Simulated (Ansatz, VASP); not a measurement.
One calculation of Ba8H, two programs

```
Ba H
1.0
     0.00000    6.26031    6.26031
     6.26031    0.00000    6.26031
     6.26031    6.26031    0.00000
Ba H
8 1
Direct
  0.00000 0.00000 0.00000
  0.00833 0.00833 0.49167
  0.00833 0.49167 0.00833
  0.00833 0.49167 0.49167
  0.49167 0.00833 0.00833
  0.49167 0.00833 0.49167
  0.49167 0.49167 0.00833
  0.50000 0.50000 0.50000
  0.25000 0.25000 0.25000
```

Alike in both runs: functional PBE; k mesh 4 × 4 × 4; occupations gaussian, width 0.1 eV; no spin polarisation.

Ansatz relaxed the structure, and its values are those at the end. VASP's run is a single point on that final structure, the one shown.

```csv
,VASP,Ansatz
version,VASP 6.6.1,Ansatz 0.2.0
potentials or method,"VASP PAW PBE potentials, release 64 (Ba_sv, H), cutoff 520 eV","scalar-relativistic, plane waves, PAW"
valence electrons in the cell,81,81
```

```csv
,VASP,Ansatz,Ansatz less VASP
gap on the k mesh at the Fermi level (eV),none,none,-
pressure (GPa),0.1,0.0,-0.07
rms of the force components (eV/Å),0.004,0.003,-0.0016
```

A gap of «none» marks a metal or a gap that the smearing closes. The functional is the same, so the differences come from potentials, cutoffs and numerics.

Neither program's run includes spin-orbit coupling.
